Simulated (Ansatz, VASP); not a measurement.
## One calculation of Si, two programs

```
Si
1.0
    -2.33580    2.33580    1.36914
     2.33580   -2.33580    1.36914
     2.33580    2.33580   -1.36914
Si
2
Direct
  0.25000 0.75000 0.50000
  0.50000 0.50000 0.00000
```

Change from the starting cell: strain -0.015 along x and y, +0.030 along z, atoms carried along.

Alike in both runs: task single point; functional r2SCAN; k mesh 20 × 20 × 20; occupations gaussian, width 0.15 eV; no spin polarisation.

```csv
,VASP,Ansatz
version,VASP 6.6.1,Ansatz 0.2.0
potentials or method,"VASP PAW PBE potentials, release 64 (Si), cutoff 520 eV","scalar-relativistic, plane waves, PAW"
valence electrons in the cell,8,8
```

|  | VASP | Ansatz | Ansatz less VASP |
| --- | --- | --- | --- |
| gap on the k mesh at the Fermi level (eV) | none | none | - |
| pressure (GPa) | 3.5 | 3.6 | +0.13 |
| traceless stress, the component that is largest in VASP (GPa) | -3.59 | -3.71 | -0.122 |

VASP's potentials were made for PBE, not for r2SCAN. A gap of «none» marks a metal or a gap that the smearing closes. With one functional, cell and mesh, what is left measures potentials, basis and numerics.
